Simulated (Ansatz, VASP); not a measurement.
**CaSe in VASP and in Ansatz**

```
CELL_PARAMETERS angstrom
0.00000 2.91605 2.91605
2.91605 0.00000 2.91605
2.91605 2.91605 0.00000
ATOMIC_POSITIONS crystal
Se 0.50000 0.50000 0.50000
Ca 0.00000 0.00000 0.00000
```

Alike in both runs: task single point; functional LDA; k mesh 8 × 8 × 8; occupations fermi-dirac, width 0.05 eV; no spin polarisation.

|  | VASP | Ansatz |
| --- | --- | --- |
| version | VASP 6.6.1 | Ansatz 0.2.0 |
| potentials or method | VASP PAW LDA potentials, release 64 (Se, Ca_sv) | Ansatz PAW |
| plane-wave cutoff (eV) | 520 | 420 |
| valence electrons in the cell | 16 | 26 |

```tsv
	VASP	Ansatz	Ansatz less VASP
gap on the k mesh at the Fermi level (eV)	1.75	1.77	+0.018
least direct gap on the mesh (eV)	2.74	2.75	+0.017
pressure (GPa)	-0.9	-1.2	-0.27
```

LDA's correlation is that of Perdew and Zunger in VASP and of Perdew and Wang (1992) in Ansatz. VASP's potentials hold 16 valence electrons a cell and Ansatz's 26, so a difference there can come from the potentials and not from the codes.
